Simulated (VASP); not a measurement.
# FeSi (P2_13) in VASP: a series of runs

FeSi is run at these levels: PBE; tasks: relaxation of the atoms, relaxation of cell and atoms.

All numbers are computed with VASP 6.6.1; they aren't measurements. Logs are shortened: lines on timing, memory, paths and dates and some standing lists are left out, and cuts for length are marked.

### Step 1. The cell of the first run

The structure is cubic, space group P2_13 (No. 198). Conventional cell: a = 4.492 Å, b = 4.492 Å, c = 4.492 Å, α = 90.00°, β = 90.00°, γ = 90.00°. Within 3.0 Å of Fe (site symmetry 3) lie 7 Si at 2.30 to 2.53 Å and 6 Fe at 2.75 Å. Within 3.0 Å of Si (site symmetry 3) lie 7 Fe at 2.30 to 2.53 Å and 6 Si at 2.78 Å.

### Step 2. Relaxation of the atoms, PBE (11.33 Å³/atom)

File INCAR:

```
ALGO     = Normal         # electronic algorithm
EDIFF    = 1E-7           # SCF threshold, eV
EDIFFG   = -0.01          # ionic threshold
ENCUT    = 520            # plane-wave cutoff, eV
GGA      = PE             # functional
IBRION   = 2              # ionic algorithm
ISIF     = 2              # what is computed and relaxed
ISMEAR   = 0              # smearing method
LASPH    = True           # aspherical terms in the spheres
LCHARG   = False          # write CHGCAR
LREAL    = False          # projectors in reciprocal space
LWAVE    = False          # write WAVECAR
NELM     = 60             # most SCF steps
NSW      = 50             # ionic steps
PREC     = Accurate       # precision mode
SIGMA    = 0.01           # smearing width, eV
```

File KPOINTS:

```
k-points
0
Gamma
  8 8 8
```

File POSCAR:

```
FeSi
1.0
    4.4917950928      0.0000000000      0.0000000000
    0.0000000000      4.4917950928      0.0000000000
    0.0000000000      0.0000000000      4.4917950928
Fe Si
4 4
Direct
    0.1360501212      0.1360501212      0.1360501212
    0.3639498788      0.8639498788      0.6360501212
    0.6360501212      0.3639498788      0.8639498788
    0.8639498788      0.6360501212      0.3639498788
    0.8407512131      0.8407512131      0.8407512131
    0.6592487869      0.1592487869      0.3407512131
    0.3407512131      0.6592487869      0.1592487869
    0.1592487869      0.3407512131      0.6592487869
```

Potentials or basis: VASP PAW PBE potentials, release 64 (Fe, Si).

Command:

```bash
> cat potpaw_PBE.64/Fe/POTCAR potpaw_PBE.64/Si/POTCAR > POTCAR
> mpirun -np 1 vasp_std > vasp.out
```

OUTCAR:

```text
EDIFF = 1E-7
   EDIFFG = -0.01
   ENCUT = 520
   GGA = PE
   IBRION = 2
   ISIF = 2
   ISMEAR = 0
   LASPH = True
   LREAL = False
   NELM = 60
   NSW = 50
   PREC = Accurate

 ion  position               nearest neighbor table
   1  0.136  0.136  0.136-   5 2.30   6 2.33   7 2.33   8 2.33   7 2.53   8 2.53   6 2.53   3 2.75
                             3 2.75   4 2.75   2 2.75   4 2.75   2 2.75
   2  0.364  0.864  0.636-   6 2.30   5 2.33   7 2.33   8 2.33   7 2.53   8 2.53   5 2.53   4 2.75
                             4 2.75   3 2.75   3 2.75   1 2.75   1 2.75
   3  0.636  0.364  0.864-   7 2.30   6 2.33   5 2.33   8 2.33   8 2.53   6 2.53   5 2.53   1 2.75
                             1 2.75   2 2.75   2 2.75   4 2.75   4 2.75
   4  0.864  0.636  0.364-   8 2.30   6 2.33   7 2.33   5 2.33   6 2.53   5 2.53   7 2.53   2 2.75
                             2 2.75   1 2.75   1 2.75   3 2.75   3 2.75
   5  0.841  0.841  0.841-   1 2.30   2 2.33   3 2.33   4 2.33   3 2.53   4 2.53   2 2.53   6 2.78
                             7 2.78   8 2.78   6 2.78   8 2.78   7 2.78
   6  0.659  0.159  0.341-   2 2.30   1 2.33   3 2.33   4 2.33   3 2.53   4 2.53   1 2.53   8 2.78
                             5 2.78   5 2.78   7 2.78   7 2.78   8 2.78
   7  0.341  0.659  0.159-   3 2.30   2 2.33   1 2.33   4 2.33   4 2.53   2 2.53   1 2.53   8 2.78
                             5 2.78   8 2.78   6 2.78   6 2.78   5 2.78
   8  0.159  0.341  0.659-   4 2.30   2 2.33   3 2.33   1 2.33   2 2.53   1 2.53   3 2.53   7 2.78
                             5 2.78   7 2.78   5 2.78   6 2.78   6 2.78

  LATTYP: Found a simple cubic cell.
 ALAT       =     4.4917950928

  Lattice vectors:

 A1 = (   4.4917950928,   0.0000000000,   0.0000000000)
 A2 = (   0.0000000000,   4.4917950928,   0.0000000000)
 A3 = (   0.0000000000,   0.0000000000,   4.4917950928)

Analysis of symmetry for initial positions (statically):
=====================================================================
 Subroutine PRICEL returns:
 Original cell was already a primitive cell.

 Routine SETGRP: Setting up the symmetry group for a
 simple cubic supercell.

 Subroutine GETGRP returns: Found 12 space group operations
 (whereof  3 operations were pure point group operations)
 out of a pool of 48 trial point group operations.

The static configuration has the point symmetry C_3 .
 The point group associated with its full space group is T   .

Analysis of symmetry for dynamics (positions and initial velocities):
=====================================================================
 Subroutine PRICEL returns:
 Original cell was already a primitive cell.

 Routine SETGRP: Setting up the symmetry group for a
 simple cubic supercell.

 Subroutine GETGRP returns: Found 12 space group operations
 (whereof  3 operations were pure point group operations)
 out of a pool of 48 trial point group operations.

The dynamic configuration has the point symmetry C_3 .
 The point group associated with its full space group is T   .

 Subroutine INISYM returns: Found 12 space group operations
 (whereof  3 operations are pure point group operations),
 and found     1 'primitive' translations

----------------------------------------------------------------------------------------

                                     Primitive cell

  volume of cell :      90.6275

  direct lattice vectors                    reciprocal lattice vectors
     4.491795093  0.000000000  0.000000000     0.222628143  0.000000000  0.000000000
     0.000000000  4.491795093  0.000000000     0.000000000  0.222628143  0.000000000
     0.000000000  0.000000000  4.491795093     0.000000000  0.000000000  0.222628143

  length of vectors
     4.491795093  4.491795093  4.491795093     0.222628143  0.222628143  0.222628143

  position of ions in fractional coordinates (direct lattice)
     0.136050121  0.136050121  0.136050121
     0.363949879  0.863949879  0.636050121
     0.636050121  0.363949879  0.863949879
     0.863949879  0.636050121  0.363949879
     0.840751213  0.840751213  0.840751213
     0.659248787  0.159248787  0.340751213
     0.340751213  0.659248787  0.159248787
     0.159248787  0.340751213  0.659248787

  ion indices of the primitive-cell ions
   primitive index   ion index
                 1           1
                 2           2
                 3           3
                 4           4
                 5           5
                 6           6
                 7           7
                 8           8

----------------------------------------------------------------------------------------

 KPOINTS: k-points

Automatic generation of k-mesh.
 Grid dimensions read from file:
 generate k-points for:    8    8    8

 Generating k-lattice:

  Cartesian coordinates                     Fractional coordinates (reciprocal lattice)
     0.027828518  0.000000000  0.000000000     0.125000000  0.000000000  0.000000000
     0.000000000  0.027828518  0.000000000     0.000000000  0.125000000  0.000000000
     0.000000000  0.000000000  0.027828518     0.000000000  0.000000000  0.125000000

  Length of vectors
     0.027828518  0.027828518  0.027828518

  Shift w.r.t. Gamma in fractional coordinates (k-lattice)
     0.000000000  0.000000000  0.000000000

 Subroutine IBZKPT returns following result:
 ===========================================

 Found     45 irreducible k-points:

 Following reciprocal coordinates:
            Coordinates               Weight
  0.000000  0.000000  0.000000      1.000000
  0.125000  0.000000  0.000000      6.000000
  0.250000  0.000000  0.000000      6.000000
  0.375000  0.000000  0.000000      6.000000
  0.500000  0.000000  0.000000      3.000000
  0.125000  0.125000  0.000000     12.000000
[... 16 lines left out ...]
  0.250000  0.125000  0.125000     24.000000
  0.375000  0.125000  0.125000     24.000000
 [... further k-points ...]
   k-points           NKPTS =     45   k-points in BZ     NKDIM =     45   number of bands    NBANDS=     29
   number of dos      NEDOS =    301   number of ions     NIONS =      8
   total plane-waves  NPLWV =  46656
   dimension x,y,z NGX =    36 NGY =   36 NGZ =   36
   dimension x,y,z NGXF=    72 NGYF=   72 NGZF=   72
   ions per type =               4   4
   NGX,Y,Z   is equivalent  to a cutoff of  13.32, 13.32, 13.32 a.u.
   NGXF,Y,Z  is equivalent  to a cutoff of  26.65, 26.65, 26.65 a.u.
 SYSTEM =  unknown system
   PREC   = accura    normal or accurate (medium, high low for compatibility)
   ISTART =      0    job   : 0-new  1-cont  2-samecut
   ICHARG =      2    charge: 1-file 2-atom 10-const
   ISPIN  =      1    spin polarized calculation?
   LNONCOLLINEAR =      F non collinear calculations
   LSORBIT =      F    spin-orbit coupling
   LASPH  =      T    aspherical Exc in radial PAW
   ENCUT  =  520.0 eV  38.22 Ry    6.18 a.u.   8.35  8.35  8.35*2*pi/ulx,y,z
   NELM   =     60;   NELMIN=  2; NELMDL= -5     # of ELM steps
   EDIFF  = 0.1E-06   stopping-criterion for ELM
   LREAL  =      F    real-space projection
   EDIFFG = -.1E-01   stopping-criterion for IOM
   NSW    =     50    number of steps for IOM
   IBRION =      2    ionic relax: 0-MD 1-quasi-New 2-CG
   NFREE  =      1    steps in history (QN), initial steepest desc. (CG)
   ISIF   =      2    stress and relaxation
   ISYM   =      2    0-nonsym 1-usesym 2-fastsym
   POTIM  = 0.5000    time-step for ionic-motion
   TEBEG  =    0.0;   TEEND  =   0.0 temperature during run
   PSTRESS=    0.0 pullay stress
   NELECT =      48.0000    total number of electrons
   NUPDOWN=      -1.0000    fix difference up-down
   EMIN   =  10.00;   EMAX   =-10.00  energy-range for DOS
   EFERMI =   0.00;   METHOD = LEGACY
   ISMEAR =     0;   SIGMA  =   0.01  broadening in eV -4-tet -1-fermi 0-gaus
   EFERMI_NEDOS =   21; number of points for ismear=-14 and -15
   IALGO  =     38    algorithm
   IMIX   =      4    mixing-type and parameters
     AMIX     =   0.40;   BMIX     =  1.00
     AMIX_MAG =   1.60;   BMIX_MAG =  1.00
  volume/ion in A,a.u.               =      11.33        76.45
  Fermi-wavevector in a.u.,A,eV,Ry     =   1.324551  2.503038 23.870537  1.754435
  Thomas-Fermi vector in A             =   2.454077
   LORBIT       =      0    0 simple, 1 ext, 2 COOP (PROOUT), +10 PAW based schemes
   GGA     = PE    functional components
   LHFCALC =     F    Hartree Fock is set to
   AEXX    =    0.0000 exact exchange contribution
   IVDW    =     0    specifies the selected vdW correction
   LEPSILON=     F    determine dielectric tensor
   LRPA    =     F    only Hartree local field effects (RPA)
 conjugate gradient relaxation of ions
 non-spin polarized calculation
 Gauss-broadening in eV      SIGMA  =   0.01
  energy-cutoff  :      520.00
  volume of cell :       90.63
 maximum number of plane-waves:      2469
 NGX is ok and might be reduce to    36
   NGX = 17   NGY = 17   NGZ = 17

--------------------------------------- Ionic step        1  -------------------------------------------

 number of electron      48.0000006 magnetization

 Free energy of the ion-electron system (eV)
  ---------------------------------------------------
  ext. energy  EPLUGINS =         0.00000000
  ---------------------------------------------------
  free energy    TOTEN  =       -58.73087657 eV

  energy without entropy =      -58.73087657  energy(sigma->0) =      -58.73087657

------------------------ aborting loop because EDIFF is reached ----------------------------------------

  FORCE on cell =-STRESS in cart. coord.  units (eV):
  Direction    XX          YY          ZZ          XY          YZ          ZX
  --------------------------------------------------------------------------------------
  -------------------------------------------------------------------------------------
  Total       -3.5297506     -3.5297506     -3.5297506     -0.0000000      0.0000000     -0.0000000
  in kB      -62.4014669    -62.4014669    -62.4014669     -0.0000000      0.0000000     -0.0000000
  external PRESSURE =     -62.4014669 kB  Pullay stress =       0.0000000 kB
[... 69 lines left out ...]
  energy  without entropy=      -58.7324066068  energy(sigma->0) =      -58.73240661

--------------------------------------- Ionic step        3  -------------------------------------------

 number of electron      47.9999990 magnetization

 Free energy of the ion-electron system (eV)
  ---------------------------------------------------
  ext. energy  EPLUGINS =         0.00000000
  ---------------------------------------------------
  free energy    TOTEN  =       -58.73291647 eV

  energy without entropy =      -58.73291647  energy(sigma->0) =      -58.73291647

 E-fermi :   9.3862     XC(G=0): -12.6527

 val. band max:        9.3414964232   @ k =  -0.1250   0.3750   0.0000
 cond. band min:       9.5035314243   @ k =   0.2500   0.2500   0.0000
 fundamental gap:      0.1620350010
 Fermi energy:         9.3861572391

 k-point     1 :       0.0000    0.0000    0.0000
  band No.  band energies     occupation
      1      -3.6607      2.00000
      2       1.5933      2.00000
      3       1.5933      2.00000
      4       1.5933      2.00000
      5       4.4176      2.00000
      6       4.4176      2.00000
[... 757 lines left out ...]
     28      11.3813      0.00000
     29      11.6746      0.00000

 [... further k-points ...]

------------------------ aborting loop because EDIFF is reached ----------------------------------------

  FORCE on cell =-STRESS in cart. coord.  units (eV):
  Direction    XX          YY          ZZ          XY          YZ          ZX
  --------------------------------------------------------------------------------------
  -------------------------------------------------------------------------------------
  Total       -3.3608462     -3.3608462     -3.3608462      0.0000000      0.0000000      0.0000000
  in kB      -59.4154522    -59.4154522    -59.4154522      0.0000000      0.0000000      0.0000000
  external PRESSURE =     -59.4154522 kB  Pullay stress =       0.0000000 kB
[... 23 lines left out ...]
  FREE ENERGIE OF THE ION-ELECTRON SYSTEM (eV)
  ---------------------------------------------------
  free  energy   TOTEN  =       -58.7329164676 eV

  energy  without entropy=      -58.7329164676  energy(sigma->0) =      -58.73291647

 reached required accuracy - stopping structural energy minimisation
```

Run time: 7.1 min. Hardware: 1 thread of Oxide Virtual Turin-like, shared host; peak memory 0.23 GiB.

What came out:

- Free energy: -58.7329 eV
- Energy gained by relaxing: 0.3 meV/atom
- Ionic steps: 3
- Pressure after relaxing: -5.9 GPa
- Largest force after relaxing: 0.010 eV/Å
- Band gap on the k mesh: 0.16 eV (least direct gap 0.17 eV)

Forces on the atoms (eV/Å):
```
Fe  -0.006 -0.006 -0.006
Fe   0.006  0.006 -0.006
Fe  -0.006  0.006  0.006
Fe   0.006 -0.006  0.006
Si   0.004  0.004  0.004
Si  -0.004 -0.004  0.004
Si   0.004 -0.004 -0.004
Si  -0.004  0.004 -0.004
```

The path:
```csv
step,energy change (eV),largest force (eV/Å),pressure (GPa)
1,0.0000,0.0863,-6.24
2,-0.0015,0.0463,-6.09
3,-0.0020,0.0096,-5.94
```

Final structure:
```
Fe Si
1.0
     4.49180    0.00000    0.00000
     0.00000    4.49180    0.00000
     0.00000    0.00000    4.49180
Fe Si
4 4
Direct
  0.13502 0.13502 0.13502
  0.36498 0.86498 0.63502
  0.63502 0.36498 0.86498
  0.86498 0.63502 0.36498
  0.84009 0.84009 0.84009
  0.65991 0.15991 0.34009
  0.34009 0.65991 0.15991
  0.15991 0.34009 0.65991
```

Levels at points of the mesh, in eV from the valence-band top:
| k point | band 22 | band 23 | band 24 | band 25 | band 26 | band 27 |
| --- | --- | --- | --- | --- | --- | --- |
| (0.00, 0.00, 0.00) | -0.27 | -0.03 | -0.03 | 0.63 | 0.63 | 0.63 |
| (0.50, 0.00, 0.00) | -0.36 | -0.01 | -0.01 | 0.20 | 0.20 | 1.67 |
| (0.50, 0.50, 0.00) | -0.97 | -0.34 | -0.34 | 0.62 | 0.62 | 1.25 |
| (0.50, 0.50, 0.50) | -0.63 | -0.63 | -0.63 | 0.48 | 0.48 | 0.48 |

A k mesh can miss the band edges. Spin polarisation is off, so any magnetic state and its effect on volume and gap are missing.

### Step 3. Relaxation of cell and atoms, PBE

This run uses another cell than the first one, of 11.13 Å³/atom.

File INCAR:

```
PREC = Accurate ; ENCUT = 600
EDIFF = 1E-6 ; ISMEAR = 0
SIGMA = 0.01 ; LREAL = False
LASPH = True ; NELM = 100
ALGO = Normal ; ISIF = 3
LWAVE = False ; LCHARG = False
GGA = PE ; IBRION = 2
NSW = 50 ; EDIFFG = -0.003
```

File KPOINTS:

```
regular mesh
0
Gamma
  8 8 8
```

File POSCAR:

```
FeSi
1.0
    4.4657616838      0.0000000000      0.0000000000
    0.0000000000      4.4657616838      0.0000000000
    0.0000000000      0.0000000000      4.4657616838
Fe Si
4 4
Direct
    0.1359900355      0.1359900355      0.1359900355
    0.3640099645      0.8640099645      0.6359900355
    0.6359900355      0.3640099645      0.8640099645
    0.8640099645      0.6359900355      0.3640099645
    0.8407102836      0.8407102836      0.8407102836
    0.6592897164      0.1592897164      0.3407102836
    0.3407102836      0.6592897164      0.1592897164
    0.1592897164      0.3407102836      0.6592897164
```

Potentials or basis: VASP PAW PBE potentials, release 64 (Fe, Si).

Command:

```bash
> cat potpaw_PBE.64/Fe/POTCAR potpaw_PBE.64/Si/POTCAR > POTCAR
> mpirun -np 1 vasp_std > vasp.out
```

It took 16 min on 1 thread of Oxide Virtual Turin-like, shared host; peak memory 0.25 GiB.

It converged, with:

- Free energy: -58.7814 eV
- Relaxed volume: 11.00 Å³/atom
- Relaxed cell: a = 4.448 Å, b = 4.448 Å, c = 4.448 Å, α = 90.00°, β = 90.00°, γ = 90.00°
- Space group after relaxing (to 0.1 Å): P2_13 (No. 198)
- Energy gained by relaxing: 1.1 meV/atom
- Ionic steps: 8
- Pressure after relaxing: 0.0 GPa
- Band gap on the k mesh: 0.16 eV (least direct gap 0.17 eV)

Forces in eV/Å, atoms in the order of the input:
```
Fe   0.000  0.000  0.000
Fe   0.000  0.000  0.000
Fe   0.000  0.000  0.000
Fe   0.000  0.000  0.000
Si   0.001  0.001  0.001
Si  -0.001 -0.001  0.001
Si   0.001 -0.001 -0.001
Si  -0.001  0.001 -0.001
```

Step by step:
| step | energy change (eV) | largest force (eV/Å) | pressure (GPa) | volume (Å³) |
| --- | --- | --- | --- | --- |
| 1 | 0.0000 | 0.0200 | -2.58 | 89.06 |
| 2 | 0.0059 | 0.1015 | 3.55 | 86.77 |
| 3 | -0.0082 | 0.0354 | -0.02 | 88.06 |
| 4 | -0.0082 | 0.0365 | 0.04 | 88.04 |
| 5 | -0.0084 | 0.0194 | 0.06 | 88.01 |
| 6 | -0.0085 | 0.0038 | 0.07 | 87.99 |
| 7 | -0.0084 | 0.0026 | -0.11 | 88.06 |
| 8 | -0.0085 | 0.0025 | 0.01 | 88.01 |

Final structure:
```
Fe Si
1.0
     4.44815    0.00000    0.00000
     0.00000    4.44815    0.00000
     0.00000    0.00000    4.44815
Fe Si
4 4
Direct
  0.13637 0.13637 0.13637
  0.36363 0.86363 0.63637
  0.63637 0.36363 0.86363
  0.86363 0.63637 0.36363
  0.84076 0.84076 0.84076
  0.65924 0.15924 0.34076
  0.34076 0.65924 0.15924
  0.15924 0.34076 0.65924
```

Levels at points of the mesh, in eV from the valence-band top:
| k point | band 20 | band 21 | band 22 | band 23 | band 24 | band 25 | band 26 | band 27 | band 28 | band 29 |
| --- | --- | --- | --- | --- | --- | --- | --- | --- | --- | --- |
| (0.00, 0.00, 0.00) | -0.29 | -0.29 | -0.29 | -0.04 | -0.04 | 0.66 | 0.66 | 0.66 | 3.03 | 3.03 |
| (0.50, 0.00, 0.00) | -1.24 | -0.38 | -0.38 | -0.01 | -0.01 | 0.20 | 0.20 | 1.72 | 1.72 | 2.22 |
| (0.50, 0.50, 0.00) | -1.26 | -1.01 | -1.01 | -0.36 | -0.36 | 0.64 | 0.64 | 1.30 | 1.30 | 2.70 |
| (0.50, 0.50, 0.50) | -0.73 | -0.67 | -0.67 | -0.67 | -0.67 | 0.50 | 0.50 | 0.50 | 0.50 | 5.64 |
